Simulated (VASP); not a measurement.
# CdS (Hawleyite) (F-43m) in VASP: notebook

The runs below take CdS (Hawleyite) through single point, with LDA.

All numbers are computed with VASP 6.6.1; they aren't measurements. Logs are shortened: lines on timing, memory, paths and dates and some standing lists are left out, and cuts for length are marked.

### 1 The cell of the first run

The structure is cubic, space group F-43m (No. 216). Conventional cell: a = 5.544 Å, b = 5.544 Å, c = 5.544 Å, α = 90.00°, β = 90.00°, γ = 90.00°. Within 3.2 Å of Cd (site symmetry -43m) lie 4 S at 2.40 Å. Within 3.2 Å of S (site symmetry -43m) lie 4 Cd at 2.40 Å.

### 2 Single point, LDA

INCAR

```
SYSTEM = CdS
ALGO = Normal ; EDIFF = 1E-6
ENCUT = 520 ; GGA = CA
ISIF = 2 ; ISMEAR = 0
LASPH = .TRUE. ; LCHARG = .FALSE.
LREAL = .FALSE. ; LWAVE = .FALSE.
NBANDS = 16 ; NELM = 60
PREC = Accurate ; SIGMA = 0.01
```

KPOINTS

```
k-points
0
G
  8 8 8
  0 0 0
```

POSCAR

```
CdS
1.0
    2.7718631311      2.7718631311      0.0000000000
   -2.7718631311      2.7718631311      0.0000000000
    0.0000000000      2.7718631311      2.7718631311
Cd S
1 1
Direct
    0.0000000000      0.0000000000      0.0000000000
    0.7500000000      0.2500000000      0.5000000000
```

Potentials or basis: VASP PAW LDA potentials, release 64 (Cd, S).

Run with:

```bash
$ cat potpaw_LDA.64/Cd/POTCAR potpaw_LDA.64/S/POTCAR > POTCAR
$ mpirun -np 1 vasp_std > vasp.out
```

OUTCAR:

```text
SYSTEM = CdS
   EDIFF = 1E-6
   ENCUT = 520
   GGA = CA
   ISIF = 2
   ISMEAR = 0
   LASPH = .TRUE.
   LREAL = .FALSE.
   NELM = 60
   PREC = Accurate

 ion  position               nearest neighbor table
   1  0.000  0.000  0.000-   2 2.40   2 2.40   2 2.40   2 2.40
   2  0.750  0.250  0.500-   1 2.40   1 2.40   1 2.40   1 2.40

  LATTYP: Found a face centered cubic cell.
 ALAT       =     5.5437262622

  Lattice vectors:

 A1 = (   0.0000000000,   2.7718631311,   2.7718631311)
 A2 = (   2.7718631311,   0.0000000000,   2.7718631311)
 A3 = (   2.7718631311,   2.7718631311,   0.0000000000)

Analysis of symmetry for initial positions (statically):
=====================================================================
 Subroutine PRICEL returns:
 Original cell was already a primitive cell.

 Routine SETGRP: Setting up the symmetry group for a
 face centered cubic supercell.

 Subroutine GETGRP returns: Found 24 space group operations
 (whereof 24 operations were pure point group operations)
 out of a pool of 48 trial point group operations.

The static configuration has the point symmetry T_d .

Analysis of symmetry for dynamics (positions and initial velocities):
=====================================================================
 Subroutine PRICEL returns:
 Original cell was already a primitive cell.

 Routine SETGRP: Setting up the symmetry group for a
 face centered cubic supercell.

 Subroutine GETGRP returns: Found 24 space group operations
 (whereof 24 operations were pure point group operations)
 out of a pool of 48 trial point group operations.

The dynamic configuration has the point symmetry T_d .

 Subroutine INISYM returns: Found 24 space group operations
 (whereof 24 operations are pure point group operations),
 and found     1 'primitive' translations

----------------------------------------------------------------------------------------

                                     Primitive cell

  volume of cell :      42.5937

  direct lattice vectors                    reciprocal lattice vectors
     2.771863131  2.771863131  0.000000000     0.180384087  0.180384087 -0.180384087
    -2.771863131  2.771863131  0.000000000    -0.180384087  0.180384087 -0.180384087
     0.000000000  2.771863131  2.771863131     0.000000000  0.000000000  0.360768174

  length of vectors
     3.920006433  3.920006433  3.920006433     0.312434403  0.312434403  0.360768174

  position of ions in fractional coordinates (direct lattice)
     0.000000000  0.000000000  0.000000000
     0.750000000  0.250000000  0.500000000

  ion indices of the primitive-cell ions
   primitive index   ion index
                 1           1
                 2           2

----------------------------------------------------------------------------------------

 KPOINTS: k-points

Automatic generation of k-mesh.
 Grid dimensions read from file:
 generate k-points for:    8    8    8

 Generating k-lattice:

  Cartesian coordinates                     Fractional coordinates (reciprocal lattice)
     0.022548011  0.022548011 -0.022548011     0.125000000  0.000000000  0.000000000
    -0.022548011  0.022548011 -0.022548011     0.000000000  0.125000000  0.000000000
     0.000000000  0.000000000  0.045096022     0.000000000  0.000000000  0.125000000

  Length of vectors
     0.039054300  0.039054300  0.045096022

  Shift w.r.t. Gamma in fractional coordinates (k-lattice)
     0.000000000  0.000000000  0.000000000

 Subroutine IBZKPT returns following result:
 ===========================================

 Found     29 irreducible k-points:

 Following reciprocal coordinates:
            Coordinates               Weight
  0.000000  0.000000  0.000000      1.000000
  0.125000  0.000000  0.000000      8.000000
  0.250000  0.000000  0.000000      8.000000
  0.375000  0.000000  0.000000      8.000000
  0.500000  0.000000  0.000000      4.000000
  0.125000  0.125000  0.000000     12.000000
[... 16 lines left out ...]
  0.375000  0.250000  0.125000     48.000000
  0.500000  0.250000  0.125000     24.000000
 [... further k-points ...]
   k-points           NKPTS =     29   k-points in BZ     NKDIM =     29   number of bands    NBANDS=     16
   number of dos      NEDOS =    301   number of ions     NIONS =      2
   total plane-waves  NPLWV =  27000
   dimension x,y,z NGX =    30 NGY =   30 NGZ =   30
   dimension x,y,z NGXF=    60 NGYF=   60 NGZF=   60
   ions per type =               1   1
   NGX,Y,Z   is equivalent  to a cutoff of  12.72, 12.72, 12.72 a.u.
   NGXF,Y,Z  is equivalent  to a cutoff of  25.45, 25.45, 25.45 a.u.
 SYSTEM =  CdS
   PREC   = accura    normal or accurate (medium, high low for compatibility)
   ISTART =      0    job   : 0-new  1-cont  2-samecut
   ICHARG =      2    charge: 1-file 2-atom 10-const
   ISPIN  =      1    spin polarized calculation?
   LNONCOLLINEAR =      F non collinear calculations
   LSORBIT =      F    spin-orbit coupling
   LASPH  =      T    aspherical Exc in radial PAW
   ENCUT  =  520.0 eV  38.22 Ry    6.18 a.u.   7.29  7.29  7.29*2*pi/ulx,y,z
   NELM   =     60;   NELMIN=  2; NELMDL= -5     # of ELM steps
   EDIFF  = 0.1E-05   stopping-criterion for ELM
   LREAL  =      F    real-space projection
[... 7 lines left out ...]
   TEBEG  =    0.0;   TEEND  =   0.0 temperature during run
   PSTRESS=    0.0 pullay stress
   NELECT =      18.0000    total number of electrons
   NUPDOWN=      -1.0000    fix difference up-down
   EMIN   =  10.00;   EMAX   =-10.00  energy-range for DOS
   EFERMI =   0.00;   METHOD = LEGACY
   ISMEAR =     0;   SIGMA  =   0.01  broadening in eV -4-tet -1-fermi 0-gaus
   EFERMI_NEDOS =   21; number of points for ismear=-14 and -15
   IALGO  =     38    algorithm
   IMIX   =      4    mixing-type and parameters
     AMIX     =   0.40;   BMIX     =  1.00
     AMIX_MAG =   1.60;   BMIX_MAG =  1.00
  volume/ion in A,a.u.               =      21.30       143.72
  Fermi-wavevector in a.u.,A,eV,Ry     =   1.228525  2.321575 20.534904  1.509273
  Thomas-Fermi vector in A             =   2.363447
   LORBIT       =      0    0 simple, 1 ext, 2 COOP (PROOUT), +10 PAW based schemes
   GGA     = CA    functional components
   LHFCALC =     F    Hartree Fock is set to
   AEXX    =    0.0000 exact exchange contribution
   IVDW    =     0    specifies the selected vdW correction
   LEPSILON=     F    determine dielectric tensor
   LRPA    =     F    only Hartree local field effects (RPA)
 non-spin polarized calculation
 Gauss-broadening in eV      SIGMA  =   0.01
  energy-cutoff  :      520.00
  volume of cell :       42.59
 maximum number of plane-waves:      1162
 NGX is ok and might be reduce to    30
   NGX = 15   NGY = 15   NGZ = 15

 number of electron      18.0000003 magnetization

 Free energy of the ion-electron system (eV)
  ---------------------------------------------------
  ext. energy  EPLUGINS =         0.00000000
  ---------------------------------------------------
  free energy    TOTEN  =        -7.24061464 eV

  energy without entropy =       -7.24061464  energy(sigma->0) =       -7.24061464

 E-fermi :   2.7413     XC(G=0): -10.2975

 val. band max:        2.6129878342   @ k =   0.0000   0.0000   0.0000
 cond. band min:       3.8202594517   @ k =   0.0000   0.0000   0.0000
 fundamental gap:      1.2072716175
 Fermi energy:         2.7413487928

 k-point     1 :       0.0000    0.0000    0.0000
  band No.  band energies     occupation
      1     -10.8268      2.00000
      2      -5.9011      2.00000
      3      -5.9011      2.00000
      4      -5.9011      2.00000
      5      -5.1785      2.00000
      6      -5.1785      2.00000
[... 8 lines left out ...]
     15      14.2656      0.00000
     16      14.5049      0.00000

 k-point     2 :       0.1250    0.0000    0.0000
  band No.  band energies     occupation
      1     -10.7388      2.00000
      2      -5.8683      2.00000
      3      -5.8683      2.00000
      4      -5.8472      2.00000
      5      -5.1810      2.00000
      6      -5.1810      2.00000
[... 8 lines left out ...]
     15      13.5401      0.00000
     16      14.8210      0.00000

 k-point     3 :       0.2500    0.0000    0.0000
  band No.  band energies     occupation
      1     -10.5241      2.00000
      2      -5.7973      2.00000
      3      -5.7973      2.00000
      4      -5.6235      2.00000
      5      -5.1737      2.00000
      6      -5.1737      2.00000
[... 8 lines left out ...]
     15      13.2752      0.00000
     16      13.9950      0.00000

 k-point     4 :       0.3750    0.0000    0.0000
  band No.  band energies     occupation
      1     -10.3093      2.00000
      2      -5.7433      2.00000
      3      -5.7433      2.00000
      4      -5.1419      2.00000
      5      -5.1419      2.00000
      6      -5.1228      2.00000
[... 8 lines left out ...]
     15      14.2629      0.00000
     16      14.2629      0.00000

 k-point     5 :       0.5000    0.0000    0.0000
  band No.  band energies     occupation
      1     -10.2214      2.00000
      2      -5.7273      2.00000
      3      -5.7273      2.00000
      4      -5.1199      2.00000
      5      -5.1199      2.00000
      6      -4.6395      2.00000
[... 8 lines left out ...]
     15      15.4014      0.00000
     16      15.4014      0.00000

 k-point     6 :       0.1250    0.1250    0.0000
  band No.  band energies     occupation
      1     -10.6086      2.00000
      2      -5.8292      2.00000
      3      -5.8044      2.00000
      4      -5.7488      2.00000
      5      -5.2048      2.00000
      6      -5.1552      2.00000
[... 8 lines left out ...]
     15      13.6161      0.00000
     16      15.8858      0.00000
[... 267 lines left out ...]
 k-point    21 :       0.5000    0.5000    0.0000
  band No.  band energies     occupation
      1     -10.0358      2.00000
      2      -5.6707      2.00000
      3      -5.3756      2.00000
      4      -5.3756      2.00000
      5      -5.0399      2.00000
      6      -4.5682      2.00000
[... 8 lines left out ...]
     15      14.9481      0.00000
     16      16.3988      0.00000

 k-point    22 :       0.2500    0.2500    0.1250
  band No.  band energies     occupation
      1     -10.3663      2.00000
      2      -5.7337      2.00000
      3      -5.6868      2.00000
      4      -5.5223      2.00000
      5      -5.1886      2.00000
      6      -5.0959      2.00000
[... 8 lines left out ...]
     15      14.8438      0.00000
     16      16.7822      0.00000

 k-point    23 :       0.3750    0.2500    0.1250
  band No.  band energies     occupation
      1     -10.1981      2.00000
      2      -5.6788      2.00000
      3      -5.6342      2.00000
      4      -5.3175      2.00000
      5      -5.1309      2.00000
      6      -4.8287      2.00000
[... 8 lines left out ...]
     15      15.7668      0.00000
     16      16.1434      0.00000

 k-point    24 :       0.5000    0.2500    0.1250
  band No.  band energies     occupation
      1     -10.1301      2.00000
      2      -5.6744      2.00000
      3      -5.6068      2.00000
      4      -5.2346      2.00000
      5      -5.1407      2.00000
      6      -4.4646      2.00000
[... 8 lines left out ...]
     15      15.0945      0.00000
     16      16.1903      0.00000

 [... further k-points ...]
[... 5 lines left out ...]
  --------------------------------------------------------------------------------------
  -------------------------------------------------------------------------------------
  Total        2.8854801      2.8854801      2.8854801     -0.0000000     -0.0000000     -0.0000000
  in kB      108.5383784    108.5383784    108.5383784     -0.0000000     -0.0000000     -0.0000000
  external PRESSURE =     108.5383784 kB  Pullay stress =       0.0000000 kB

 VOLUME and BASIS-vectors are now :
 -----------------------------------------------------------------------------
  energy-cutoff  :      520.00
  volume of cell :       42.59
      direct lattice vectors                 reciprocal lattice vectors
     2.771863131  2.771863131  0.000000000     0.180384087  0.180384087 -0.180384087
    -2.771863131  2.771863131  0.000000000    -0.180384087  0.180384087 -0.180384087
     0.000000000  2.771863131  2.771863131     0.000000000  0.000000000  0.360768174

 POSITION                                       TOTAL-FORCE (eV/Angst)
 -----------------------------------------------------------------------------------
      0.00000      0.00000      0.00000        -0.000000      0.000000      0.000000
      1.38593      4.15779      1.38593         0.000000     -0.000000     -0.000000
 -----------------------------------------------------------------------------------
    total drift:                               -0.000000      0.000000     -0.000000

  FREE ENERGIE OF THE ION-ELECTRON SYSTEM (eV)
  ---------------------------------------------------
  free  energy   TOTEN  =        -7.2406146436 eV

  energy  without entropy=       -7.2406146436  energy(sigma->0) =       -7.24061464
```

Wall time 24 s (1 thread of Intel Xeon 8259CL, shared host); peak memory 0.16 GiB.

Results:

```yaml
Free_energy: -7.2406 eV
Pressure: 10.9 GPa
Band_gap_on_the_k_mesh: 1.21 eV, direct
```

As with any semilocal functional, this LDA gap is likely too small.

(Part 1 of 2 ends here.)
